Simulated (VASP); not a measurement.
# NbN in VASP: single point with PBEsol

Aim: the single point of NbN with PBEsol.

All numbers are computed with VASP 6.6.1; they aren't measurements. Logs are shortened: lines on timing, memory, paths and dates and some standing lists are left out, and cuts for length are marked.

## Step 1: The cell of the first run

The cell holds a slab with vacuum, 10 atoms: a = 3.097 Å, b = 3.097 Å, c = 26.381 Å, α = 90.00°, β = 90.00°, γ = 120.00°.

## Step 2: Single point, PBEsol

Input file INCAR:

```
SYSTEM = NbN
PREC = Accurate ; ENCUT = 520
EDIFF = 1E-6 ; ISMEAR = 0
SIGMA = 0.1 ; LREAL = .FALSE.
LASPH = .TRUE. ; NELM = 100
ALGO = Normal ; ISIF = 2
LWAVE = .FALSE. ; LCHARG = .TRUE.
LDIPOL = .TRUE. ; IDIPOL = 3
DIPOL = 0.5 0.5 0.500 ; GGA = PS
LELF = .TRUE. ; LVHAR = .TRUE.
LVACPOTAV = .TRUE. ; NBANDS = 56
```

Input file KPOINTS:

```
regular mesh
0
G
  12 12 1
  0 0 0
```

Input file POSCAR:

```
NbN
1.0
    3.0974787953      0.0000000000      0.0000000000
   -1.5487393976      2.6824953244      0.0000000000
    0.0000000000      0.0000000000     26.3808638062
Nb N
5 5
Direct
    0.3333333333      0.6666666667      0.2882726764
    0.0000000000      0.0000000000      0.3797970001
    0.6666666667      0.3333333333      0.4763408932
    0.3333333333      0.6666666667      0.5732535202
    0.0000000000      0.0000000000      0.6726529803
    0.6666666667      0.3333333333      0.3308435227
    0.3333333333      0.6666666667      0.4266693230
    0.0000000000      0.0000000000      0.5239531774
    0.6666666667      0.3333333333      0.6213814987
    0.3333333333      0.6666666667      0.7068354080
```

Potentials or basis: VASP PAW PBE potentials, release 64 (Nb_sv, N).

The run is started by

```sh
cat potpaw_PBE.64/Nb_sv/POTCAR potpaw_PBE.64/N/POTCAR > POTCAR
mpirun -np 1 vasp_std > vasp.out
```

OUTCAR:

```text
SYSTEM = NbN
   PREC = Accurate
   ENCUT = 520
   EDIFF = 1E-6
   ISMEAR = 0
   LREAL = .FALSE.
   LASPH = .TRUE.
   NELM = 100
   ISIF = 2
   GGA = PS

 ion  position               nearest neighbor table
   1  0.333  0.667  0.288-   6 2.11   6 2.11   6 2.11   2 3.00   2 3.00   2 3.00
   2  0.000  0.000  0.380-   7 2.17   7 2.17   7 2.17   6 2.21   6 2.21   6 2.21   1 3.00   1 3.00
                             1 3.00
   3  0.667  0.333  0.476-   8 2.19   8 2.19   8 2.19   7 2.22   7 2.22   7 2.22
   4  0.333  0.667  0.573-   9 2.19   9 2.19   9 2.19   8 2.21   8 2.21   8 2.21
   5  0.000  0.000  0.673-  10 2.00  10 2.00  10 2.00   9 2.24   9 2.24   9 2.24
   6  0.667  0.333  0.331-   1 2.11   1 2.11   1 2.11   2 2.21   2 2.21   2 2.21
   7  0.333  0.667  0.427-   2 2.17   2 2.17   2 2.17   3 2.22   3 2.22   3 2.22
   8  0.000  0.000  0.524-   3 2.19   3 2.19   3 2.19   4 2.21   4 2.21   4 2.21
   9  0.667  0.333  0.621-   4 2.19   4 2.19   4 2.19   5 2.24   5 2.24   5 2.24
  10  0.333  0.667  0.707-   5 2.00   5 2.00   5 2.00

  LATTYP: Found a hexagonal cell.
 ALAT       =     3.0974787953
 C/A-ratio  =     8.5168827778

  Lattice vectors:

 A1 = (   3.0974787953,   0.0000000000,   0.0000000000)
 A2 = (  -1.5487393976,   2.6824953244,   0.0000000000)
 A3 = (   0.0000000000,   0.0000000000,  26.3808638062)

Analysis of symmetry for initial positions (statically):
=====================================================================
 Subroutine PRICEL returns:
 Original cell was already a primitive cell.

 Routine SETGRP: Setting up the symmetry group for a
 hexagonal supercell.

 Subroutine GETGRP returns: Found  6 space group operations
 (whereof  6 operations were pure point group operations)
 out of a pool of 24 trial point group operations.

The static configuration has the point symmetry C_3v.

Analysis of symmetry for dynamics (positions and initial velocities):
=====================================================================
 Subroutine PRICEL returns:
 Original cell was already a primitive cell.

 Routine SETGRP: Setting up the symmetry group for a
 hexagonal supercell.

 Subroutine GETGRP returns: Found  6 space group operations
 (whereof  6 operations were pure point group operations)
 out of a pool of 24 trial point group operations.

The dynamic configuration has the point symmetry C_3v.
[... 119 lines left out ...]
   PSTRESS=    0.0 pullay stress
   NELECT =      90.0000    total number of electrons
   NUPDOWN=      -1.0000    fix difference up-down
   EMIN   =  10.00;   EMAX   =-10.00  energy-range for DOS
   EFERMI =   0.00;   METHOD = LEGACY
   ISMEAR =     0;   SIGMA  =   0.10  broadening in eV -4-tet -1-fermi 0-gaus
   EFERMI_NEDOS =   21; number of points for ismear=-14 and -15
   IALGO  =     38    algorithm
   IMIX   =      4    mixing-type and parameters
     AMIX     =   0.40;   BMIX     =  1.00
     AMIX_MAG =   1.60;   BMIX_MAG =  1.00
  volume/ion in A,a.u.               =      21.92       147.92
  Fermi-wavevector in a.u.,A,eV,Ry     =   1.216775  2.299371 20.143984  1.480541
  Thomas-Fermi vector in A             =   2.352117
   LORBIT       =      0    0 simple, 1 ext, 2 COOP (PROOUT), +10 PAW based schemes
   GGA     = PS    functional components
   LHFCALC =     F    Hartree Fock is set to
   AEXX    =    0.0000 exact exchange contribution
   IVDW    =     0    specifies the selected vdW correction
   LEPSILON=     F    determine dielectric tensor
   LRPA    =     F    only Hartree local field effects (RPA)
 non-spin polarized calculation
 Gauss-broadening in eV      SIGMA  =   0.10
  energy-cutoff  :      520.00
  volume of cell :      219.20
 maximum number of plane-waves:      5932
 NGX is ok and might be reduce to    24
   NGX = 11   NGY = 11   NGZ = 99

 dipolmoment           0.000000      0.000000     -0.022596 electrons x Angstroem

 number of electron      89.9999998 magnetization

 dipolmoment           0.000000      0.000000      0.041402 electrons x Angstroem

 Free energy of the ion-electron system (eV)
  ---------------------------------------------------
  ext. energy  EPLUGINS =         0.00000000
  ---------------------------------------------------
  free energy    TOTEN  =      -106.81257746 eV

  energy without entropy =     -106.78535610  energy(sigma->0) =     -106.79896678

 E-fermi :   3.8892     XC(G=0):  -7.2760

 val. band max:        3.8337659504   @ k =   0.0833  -0.0000   0.0000
 cond. band min:       3.8983735702   @ k =   0.0000   0.0000   0.0000
 fundamental gap:      0.0646076198
 Fermi energy:         3.8892326505

 k-point     1 :       0.0000    0.0000    0.0000
  band No.  band energies     occupation
      1     -52.4156      2.00000
      2     -52.3152      2.00000
      3     -52.2493      2.00000
      4     -52.1678      2.00000
      5     -51.5655      2.00000
      6     -29.0268      2.00000
[... 1110 lines left out ...]
     55       6.5774      0.00000
     56       6.6294      0.00000

------------------------ aborting loop because EDIFF is reached ----------------------------------------

  FORCE on cell =-STRESS in cart. coord.  units (eV):
  Direction    XX          YY          ZZ          XY          YZ          ZX
  --------------------------------------------------------------------------------------
  -------------------------------------------------------------------------------------
  Total       -1.3215592     -1.3215592     -0.3003107     -0.0000000     -0.0000000     -0.0000000
  in kB       -9.6596382     -9.6596382     -2.1950533     -0.0000000     -0.0000000     -0.0000000
  external PRESSURE =      -7.1714432 kB  Pullay stress =       0.0000000 kB

 VOLUME and BASIS-vectors are now :
 -----------------------------------------------------------------------------
  energy-cutoff  :      520.00
  volume of cell :      219.20
      direct lattice vectors                 reciprocal lattice vectors
     3.097478795  0.000000000  0.000000000     0.322843211  0.186393615  0.000000000
    -1.548739398  2.682495324  0.000000000     0.000000000  0.372787229  0.000000000
     0.000000000  0.000000000 26.380863806     0.000000000  0.000000000  0.037906264

 POSITION                                       TOTAL-FORCE (eV/Angst)
 -----------------------------------------------------------------------------------
     -0.00000      1.78833      7.60488        -0.000000      0.000000      0.020301
      0.00000      0.00000     10.01937         0.000000     -0.000000     -0.003142
      1.54874      0.89417     12.56628         0.000000     -0.000000      0.003933
     -0.00000      1.78833     15.12292        -0.000000      0.000000     -0.001662
      0.00000      0.00000     17.74517         0.000000     -0.000000      0.003642
      1.54874      0.89417      8.72794         0.000000     -0.000000     -0.001975
     -0.00000      1.78833     11.25591         0.000000     -0.000000     -0.002618
      0.00000      0.00000     13.82234         0.000000     -0.000000      0.000272
      1.54874      0.89417     16.39258        -0.000000     -0.000000     -0.005535
     -0.00000      1.78833     18.64693        -0.000000     -0.000000     -0.013217
 -----------------------------------------------------------------------------------
    total drift:                                0.000000     -0.000000      0.000058

  FREE ENERGIE OF THE ION-ELECTRON SYSTEM (eV)
  ---------------------------------------------------
  free  energy   TOTEN  =      -106.8125774633 eV

  energy  without entropy=     -106.7853561009  energy(sigma->0) =     -106.79896678

 vacuum level on the upper side and lower side of the slab         9.616         8.714
```

It took 8.3 min on 1 thread of Intel Xeon 6975P-C (Granite Rapids), shared host; peak memory 0.41 GiB.

What came out:

* Free energy: -106.8126 eV
* Largest force: 0.020 eV/Å
* Band gap on the k mesh: zero (bands 45 and 46 overlap by 1.73 eV)

Forces in eV/Å, atoms in the order of the input:
```
Nb   0.000  0.000  0.020
Nb   0.000  0.000 -0.003
Nb   0.000  0.000  0.004
Nb   0.000  0.000 -0.002
Nb   0.000  0.000  0.004
N    0.000  0.000 -0.002
N    0.000  0.000 -0.003
N    0.000  0.000  0.000
N    0.000  0.000 -0.006
N    0.000  0.000 -0.013
```

Caveat: the PAW data sets were made with another functional, which shifts forces and pressure a little.
